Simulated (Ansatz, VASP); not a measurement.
## One calculation of HgTe, two programs

```
Hg Te
1.0
    -3.10652    3.10652    1.55941
     3.10652   -3.10652    1.55941
     3.10652    3.10652   -1.55941
Hg Te
1 1
Direct
  0.75000 0.25000 0.50000
  0.00000 0.00000 0.00000
```

Change from the starting cell: strain_xy = 0.02.

Alike in both runs: functional PBEsol; k mesh 10 × 10 × 10; occupations fermi-dirac, width 0.05 eV; no spin polarisation.

|  | VASP | Ansatz |
| --- | --- | --- |
| version | VASP 6.6.1 | Ansatz 0.2.0 |
| potentials or method | VASP PAW PBE potentials, release 64 (Hg, Te), cutoff 520 eV | all-electron LAPW, scalar-relativistic |
| task | single point | band structure |

```tsv
	VASP	Ansatz	Ansatz less VASP
gap on the k mesh at the Fermi level (eV)	none	none	-
pressure (GPa)	-4.3	-4.4	-0.08
traceless stress, the component that is largest in VASP (GPa)	2.37	2.35	-0.012
```

VASP's potentials were made for PBE, not for PBEsol. A gap of «none» marks a metal or a gap that the smearing closes. Ansatz ran all-electron here, and VASP with PAW potentials.

Spin-orbit coupling is off throughout.
